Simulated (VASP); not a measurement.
# N (R-3c) in VASP: notebook

The runs below take N through relaxation of cell and atoms, with r2SCAN.

All numbers are computed with VASP 6.6.1; they aren't measurements. Logs are shortened: lines on timing, memory, paths and dates and some standing lists are left out, and cuts for length are marked.

## 1. The cell of the first run

It takes space group R-3c (No. 167, trigonal). The conventional cell has a = 9.862 Å, b = 9.862 Å, c = 13.207 Å, α = 90.00°, β = 90.00°, γ = 120.00°. Within 1.5 Å of N (site symmetry 1) lie 1 N at 1.11 Å. Within 1.5 Å of N (site symmetry 3) lie 1 N at 1.11 Å.

## 2. Relaxation of cell and atoms, r2SCAN, target pressure 52 GPa, at which the enthalpy is minimised

File INCAR:

```
ALGO = Normal
EDIFF = 1E-6
EDIFFG = -0.01
ENCUT = 600
IBRION = 2
ISIF = 3
ISMEAR = 0
KPAR = 4
LASPH = True
LCHARG = False
LMIXTAU = True
LREAL = False
LWAVE = False
METAGGA = R2SCAN
NELM = 80
NSW = 90
PREC = Accurate
PSTRESS = 520.0
SIGMA = 0.03
```

File KPOINTS:

```
k-points
0
Gamma
  4 4 4
```

File POSCAR:

```
N
1.0
    4.9308690349      2.8468385646      4.4024911852
   -4.9308690349      2.8468385646      4.4024911852
    0.0000000000     -5.6936771292      4.4024911852
N
16
Direct
    0.5586118100      0.0423832500      0.7208305700
    0.9576167500      0.2791694300      0.4413881900
    0.7208305700      0.5586118100      0.0423832500
    0.9581408800      0.9581408800      0.9581408800
    0.5423832500      0.0586118100      0.2208305700
    0.7791694300      0.4576167500      0.9413881900
    0.2791694300      0.4413881900      0.9576167500
    0.0418591200      0.0418591200      0.0418591200
    0.4576167500      0.9413881900      0.7791694300
    0.5418591200      0.5418591200      0.5418591200
    0.4413881900      0.9576167500      0.2791694300
    0.4581408800      0.4581408800      0.4581408800
    0.0423832500      0.7208305700      0.5586118100
    0.9413881900      0.7791694300      0.4576167500
    0.2208305700      0.5423832500      0.0586118100
    0.0586118100      0.2208305700      0.5423832500
```

Potentials or basis: VASP PAW PBE potentials, release 64 (N).

On the command line:

```
$ cat potpaw_PBE.64/N/POTCAR > POTCAR
$ mpirun -np 4 vasp_std > vasp.out
```

OUTCAR:

```text
EDIFF = 1E-6
   EDIFFG = -0.01
   ENCUT = 600
   IBRION = 2
   ISIF = 3
   ISMEAR = 0
   LASPH = True
   LREAL = False
   METAGGA = R2SCAN
   NELM = 80
   NSW = 90
   PREC = Accurate
   PSTRESS = 520.0

 ion  position               nearest neighbor table
   1  0.559  0.042  0.721-   9 1.11
   2  0.958  0.279  0.441-  16 1.11
   3  0.721  0.559  0.042-   6 1.11
   4  0.958  0.958  0.958-   8 1.11
   5  0.542  0.059  0.221-  11 1.11
   6  0.779  0.458  0.941-   3 1.11
[... 8 lines left out ...]
  15  0.221  0.542  0.059-   7 1.11
  16  0.059  0.221  0.542-   2 1.11

  LATTYP: Found a trigonal (rhomboedric) cell.
 ALAT       =     7.1972138976
 COS(alpha) =     0.0612539745

  Lattice vectors:

 A1 = (   4.9308690349,   2.8468385646,   4.4024911852)
 A2 = (  -4.9308690349,   2.8468385646,   4.4024911852)
 A3 = (   0.0000000000,  -5.6936771292,   4.4024911852)

Analysis of symmetry for initial positions (statically):
=====================================================================
 Subroutine PRICEL returns:
 Original cell was already a primitive cell.

 Routine SETGRP: Setting up the symmetry group for a
 trigonal (rhombohedral) supercell.

 Subroutine GETGRP returns: Found 12 space group operations
 (whereof  6 operations were pure point group operations)
 out of a pool of 12 trial point group operations.

The static configuration has the point symmetry S_6 .
 The point group associated with its full space group is D_3d.

Analysis of symmetry for dynamics (positions and initial velocities):
=====================================================================
 Subroutine PRICEL returns:
 Original cell was already a primitive cell.

 Routine SETGRP: Setting up the symmetry group for a
 trigonal (rhombohedral) supercell.

 Subroutine GETGRP returns: Found 12 space group operations
 (whereof  6 operations were pure point group operations)
 out of a pool of 12 trial point group operations.

The dynamic configuration has the point symmetry S_6 .
 The point group associated with its full space group is D_3d.

 Subroutine INISYM returns: Found 12 space group operations
 (whereof  6 operations are pure point group operations),
 and found     1 'primitive' translations

----------------------------------------------------------------------------------------

                                     Primitive cell

  volume of cell :     370.7969

  direct lattice vectors                    reciprocal lattice vectors
     4.930869035  2.846838565  4.402491185     0.101402004  0.058544474  0.075714708
    -4.930869035  2.846838565  4.402491185    -0.101402004  0.058544474  0.075714708
     0.000000000 -5.693677129  4.402491185     0.000000000 -0.117088948  0.075714708

  length of vectors
     7.197213898  7.197213898  7.197213898     0.139436504  0.139436504  0.139436504

  position of ions in fractional coordinates (direct lattice)
     0.558611810  0.042383250  0.720830570
     0.957616750  0.279169430  0.441388190
     0.720830570  0.558611810  0.042383250
     0.958140880  0.958140880  0.958140880
     0.542383250  0.058611810  0.220830570
     0.779169430  0.457616750  0.941388190
[... 8 lines left out ...]
     0.220830570  0.542383250  0.058611810
     0.058611810  0.220830570  0.542383250

  ion indices of the primitive-cell ions
   primitive index   ion index
                 1           1
                 2           2
                 3           3
                 4           4
                 5           5
                 6           6
[... 8 lines left out ...]
                15          15
                16          16

----------------------------------------------------------------------------------------

 KPOINTS: k-points

Automatic generation of k-mesh.
 Grid dimensions read from file:
 generate k-points for:    4    4    4

 Generating k-lattice:

  Cartesian coordinates                     Fractional coordinates (reciprocal lattice)
     0.025350501  0.014636119  0.018928677     0.250000000 -0.000000000  0.000000000
    -0.025350501  0.014636119  0.018928677    -0.000000000  0.250000000  0.000000000
     0.000000000 -0.029272237  0.018928677     0.000000000  0.000000000  0.250000000

  Length of vectors
     0.034859126  0.034859126  0.034859126

  Shift w.r.t. Gamma in fractional coordinates (k-lattice)
     0.000000000  0.000000000  0.000000000

 Subroutine IBZKPT returns following result:
 ===========================================

 Found     13 irreducible k-points:

 Following reciprocal coordinates:
            Coordinates               Weight
  0.000000  0.000000  0.000000      1.000000
  0.250000  0.000000  0.000000      6.000000
  0.500000  0.000000  0.000000      3.000000
  0.250000  0.250000  0.000000      6.000000
  0.500000  0.250000  0.000000     12.000000
 -0.250000  0.250000  0.000000      6.000000
  0.500000  0.500000  0.000000      3.000000
  0.250000  0.250000  0.250000      2.000000
  0.500000  0.250000  0.250000      6.000000
 -0.250000  0.250000  0.250000      6.000000
  0.500000  0.500000  0.250000      6.000000
 -0.250000  0.500000  0.250000      6.000000
  0.500000  0.500000  0.500000      1.000000
   k-points           NKPTS =     13   k-points in BZ     NKDIM =     13   number of bands    NBANDS=     49
   number of dos      NEDOS =    301   number of ions     NIONS =     16
   total plane-waves  NPLWV = 216000
   dimension x,y,z NGX =    60 NGY =   60 NGZ =   60
   dimension x,y,z NGXF=   120 NGYF=  120 NGZF=  120
   ions per type =              16
   NGX,Y,Z   is equivalent  to a cutoff of  13.86, 13.86, 13.86 a.u.
   NGXF,Y,Z  is equivalent  to a cutoff of  27.72, 27.72, 27.72 a.u.
 SYSTEM =  unknown system
   PREC   = accura    normal or accurate (medium, high low for compatibility)
   ISTART =      0    job   : 0-new  1-cont  2-samecut
   ICHARG =      2    charge: 1-file 2-atom 10-const
   ISPIN  =      1    spin polarized calculation?
   LNONCOLLINEAR =      F non collinear calculations
   LSORBIT =      F    spin-orbit coupling
   LASPH  =      T    aspherical Exc in radial PAW
   ENCUT  =  600.0 eV  44.10 Ry    6.64 a.u.  14.37 14.37 14.37*2*pi/ulx,y,z
   NELM   =     80;   NELMIN=  2; NELMDL= -5     # of ELM steps
   EDIFF  = 0.1E-05   stopping-criterion for ELM
   LREAL  =      F    real-space projection
   EDIFFG = -.1E-01   stopping-criterion for IOM
   NSW    =     90    number of steps for IOM
   IBRION =      2    ionic relax: 0-MD 1-quasi-New 2-CG
   NFREE  =      1    steps in history (QN), initial steepest desc. (CG)
   ISIF   =      3    stress and relaxation
   ISYM   =      2    0-nonsym 1-usesym 2-fastsym
   POTIM  = 0.5000    time-step for ionic-motion
   TEBEG  =    0.0;   TEEND  =   0.0 temperature during run
   PSTRESS=  520.0 pullay stress
   NELECT =      80.0000    total number of electrons
   NUPDOWN=      -1.0000    fix difference up-down
   EMIN   =  10.00;   EMAX   =-10.00  energy-range for DOS
   EFERMI =   0.00;   METHOD = LEGACY
   ISMEAR =     0;   SIGMA  =   0.03  broadening in eV -4-tet -1-fermi 0-gaus
   EFERMI_NEDOS =   21; number of points for ismear=-14 and -15
   IALGO  =     38    algorithm
   IMIX   =      4    mixing-type and parameters
     AMIX     =   0.40;   BMIX     =  1.00
     AMIX_MAG =   1.60;   BMIX_MAG =  1.00
  volume/ion in A,a.u.               =      23.17       156.39
  Fermi-wavevector in a.u.,A,eV,Ry     =   0.981882  1.855489 13.117282  0.964093
  Thomas-Fermi vector in A             =   2.112923
   LORBIT       =      0    0 simple, 1 ext, 2 COOP (PROOUT), +10 PAW based schemes
   METAGGA = R2SCAN    functional components
   LHFCALC =     F    Hartree Fock is set to
   AEXX    =    0.0000 exact exchange contribution
   IVDW    =     0    specifies the selected vdW correction
   LEPSILON=     F    determine dielectric tensor
   LRPA    =     F    only Hartree local field effects (RPA)
 conjugate gradient relaxation of ions
 non-spin polarized calculation
 Gauss-broadening in eV      SIGMA  =   0.03
  energy-cutoff  :      600.00
  volume of cell :      370.80
 maximum number of plane-waves:     12403
 NGX is ok and might be reduce to    60
   NGX = 29   NGY = 29   NGZ = 29

--------------------------------------- Ionic step        1  -------------------------------------------

 number of electron      79.9999988 magnetization

 Free energy of the ion-electron system (eV)
  ---------------------------------------------------
  ext. energy  EPLUGINS =         0.00000000
  ---------------------------------------------------
  free energy    TOTEN  =      -146.02315941 eV

  energy without entropy =     -146.02315941  energy(sigma->0) =     -146.02315941

------------------------ aborting loop because EDIFF is reached ----------------------------------------

  FORCE on cell =-STRESS in cart. coord.  units (eV):
  Direction    XX          YY          ZZ          XY          YZ          ZX
  --------------------------------------------------------------------------------------
  -------------------------------------------------------------------------------------
  Total       -0.0944995     -0.0944995     -0.0442396      0.0000000      0.0000000     -0.0000000
  in kB       -0.4083230     -0.4083230     -0.1911549      0.0000000      0.0000000     -0.0000000
  external PRESSURE =    -520.3359337 kB  Pullay stress =     520.0000000 kB
[... 139 lines left out ...]
  energy  without entropy=     -140.8704739995  energy(sigma->0) =     -140.87047400

  enthalpy is  TOTEN    =       -44.7555698171 eV   P V=       96.1149041824

 E-fermi :  -4.2856     XC(G=0):  -8.8878

 val. band max:       -4.4942168165   @ k =   0.0000   0.0000   0.0000
 cond. band min:       3.1382623478   @ k =   0.5000   0.5000   0.0000
 fundamental gap:      7.6324791643
 Fermi energy:        -4.2855747873

 k-point     1 :       0.0000    0.0000    0.0000
  band No.  band energies     occupation
      1     -25.3745      2.00000
      2     -25.2539      2.00000
      3     -25.2539      2.00000
      4     -25.1307      2.00000
      5     -25.1234      2.00000
      6     -25.1234      2.00000
[... 665 lines left out ...]
     48       4.0996      0.00000
     49       4.5873      0.00000

 E-fermi :  -0.6119     XC(G=0): -11.2189

 val. band max:       -0.7476761501   @ k =   0.0000   0.0000   0.0000
 cond. band min:       4.5181509907   @ k =   0.5000   0.5000   0.0000
 fundamental gap:      5.2658271408
 Fermi energy:        -0.6118738644

 k-point     1 :       0.0000    0.0000    0.0000
  band No.  band energies     occupation
      1     -22.1461      2.00000
      2     -21.5391      2.00000
      3     -21.5391      2.00000
      4     -21.1938      2.00000
      5     -21.1634      2.00000
      6     -21.1410      2.00000
[... 665 lines left out ...]
     48       6.2549      0.00000
     49       7.1600      0.00000

[... ionic steps 4 to 65 ...]

--------------------------------------- Ionic step       66  -------------------------------------------

 number of electron      80.0000002 magnetization

------------------------ aborting loop because EDIFF is reached ----------------------------------------
[... 99 lines left out ...]
--------------------------------------- Ionic step       68  -------------------------------------------

 number of electron      80.0000002 magnetization

 Free energy of the ion-electron system (eV)
  ---------------------------------------------------
  ext. energy  EPLUGINS =         0.00000000
  ---------------------------------------------------
  free energy    TOTEN  =      -133.38832964 eV

  energy without entropy =     -133.38832964  energy(sigma->0) =     -133.38832964

 E-fermi :   1.3419     XC(G=0): -12.0991

 val. band max:        1.1283384004   @ k =   0.0000   0.0000   0.0000
 cond. band min:       5.5881268764   @ k =   0.5000   0.5000   0.0000
 fundamental gap:      4.4597884761
 Fermi energy:         1.3418972122

 k-point     1 :       0.0000    0.0000    0.0000
  band No.  band energies     occupation
      1     -21.2884      2.00000
      2     -20.2877      2.00000
      3     -20.1899      2.00000
      4     -20.1899      2.00000
      5     -19.8315      2.00000
      6     -19.8139      2.00000
[... 712 lines left out ...]
  energy  without entropy=     -133.3883296430  energy(sigma->0) =     -133.38832964

  enthalpy is  TOTEN    =       -91.0601144528 eV   P V=       42.3282151902

 reached required accuracy - stopping structural energy minimisation
```

Run time: 2.2 h. Hardware: 4 MPI ranks of Intel Xeon Platinum 8559C (Emerald Rapids), shared host; peak memory 0.74 GiB.

Results:

| Item | Value |
| --- | --- |
| Free energy | -133.3883 eV |
| Relaxed volume | 8.15 Å³/atom |
| Relaxed cell | a = 5.100 Å, b = 5.100 Å, c = 5.100 Å, α = 83.68°, β = 83.68°, γ = 83.68° |
| Space group after relaxing (to 0.1 Å) | R-3c (No. 167) |
| Energy change on relaxing (the run minimises the enthalpy) | +789.7 meV/atom |
| Ionic steps | 68 |
| Pressure after relaxing | 52.0 GPa |
| Largest force after relaxing | 0.009 eV/Å |
| Band gap on the k mesh | 4.46 eV (least direct gap 4.55 eV) |

Forces in eV/Å, atoms in the order of the input:
```
N   -0.004 -0.007  0.001
N    0.004 -0.007 -0.001
N    0.008  0.000  0.001
N    0.000  0.000 -0.009
N    0.004 -0.007  0.001
N   -0.004 -0.007 -0.001
N   -0.008  0.000 -0.001
N    0.000  0.000  0.009
N   -0.004  0.007 -0.001
N    0.000  0.000  0.009
N    0.004  0.007 -0.001
N    0.000  0.000 -0.009
N   -0.004  0.007  0.001
N    0.008  0.000 -0.001
N    0.004  0.007  0.001
N   -0.008  0.000  0.001
```

The path:
```
step  energy change (eV)  largest force (eV/Å)  pressure (GPa)  volume (Å³)
   1              0.0000                0.0469           -0.03       370.80
   3              5.1527               17.3358           26.09       296.14
   5              3.7868               12.1596           28.23       224.01
   7             12.0011                4.4135           40.79       133.84
   9             12.4966                0.7527           50.01       131.63
  11             12.6221                0.4734           52.44       131.19
  13             12.5198                0.6391           52.95       131.46
  15             12.0443                0.6326           51.08       132.71
  17             11.7349                1.2858           49.75       133.62
  19             11.6222                0.3252           47.48       133.91
  21             11.8564                0.4625           49.72       133.09
  23             12.1229                0.9690           52.05       132.24
  25             12.2691                0.5394           51.77       131.73
  27             12.4515                0.1276           51.44       131.14
  29             12.4689                0.2265           51.05       131.07
  31             12.5032                0.7489           50.51       130.96
  33             12.5455                0.7544           50.71       130.82
  35             12.7202                0.7770           51.56       130.24
  37             12.9611                0.2752           53.83       129.48
  39             12.9193                0.0836           53.33       129.60
  41             12.5494                0.2591           51.17       130.72
  43             12.4821                0.0689           51.59       130.92
  45             12.4878                0.0575           51.56       130.90
  47             12.5068                0.0536           51.65       130.84
  49             12.5852                0.0625           51.96       130.58
  51             12.6985                0.3999           52.10       130.23
  53             12.6833                0.0218           52.25       130.27
  55             12.6404                0.0675           52.25       130.40
  57             12.6035                0.0196           51.92       130.51
  59             12.5929                0.0120           51.83       130.55
  61             12.5974                0.0122           51.86       130.53
  63             12.6050                0.0243           51.88       130.51
  65             12.6160                0.0580           51.91       130.48
  67             12.6241                0.0365           51.96       130.45
  68             12.6349                0.0086           52.02       130.42
```

Final structure:
```
CELL_PARAMETERS angstrom
3.40219 1.96426 3.25259
-3.40219 1.96426 3.25259
0.00000 -3.92851 3.25259
ATOMIC_POSITIONS crystal
N 0.58870 0.05643 0.72173
N 0.94357 0.27827 0.41130
N 0.72173 0.58870 0.05643
N 0.94389 0.94389 0.94389
N 0.55643 0.08870 0.22173
N 0.77827 0.44357 0.91130
N 0.27827 0.41130 0.94357
N 0.05611 0.05611 0.05611
N 0.44357 0.91130 0.77827
N 0.55611 0.55611 0.55611
N 0.41130 0.94357 0.27827
N 0.44389 0.44389 0.44389
N 0.05643 0.72173 0.58870
N 0.91130 0.77827 0.44357
N 0.22173 0.55643 0.08870
N 0.08870 0.22173 0.55643
```

Caveat: the cell is relaxed towards a set pressure, so the run minimises the enthalpy, not the energy; the standard files for N, O and F lose accuracy on very short bonds; the volume moved by over 15 % at a fixed basis, so the end points are rough; the PAW data sets were made with another functional, which shifts forces and pressure a little. A k mesh can miss the band edges.

(Part 1 of 2 ends here.)
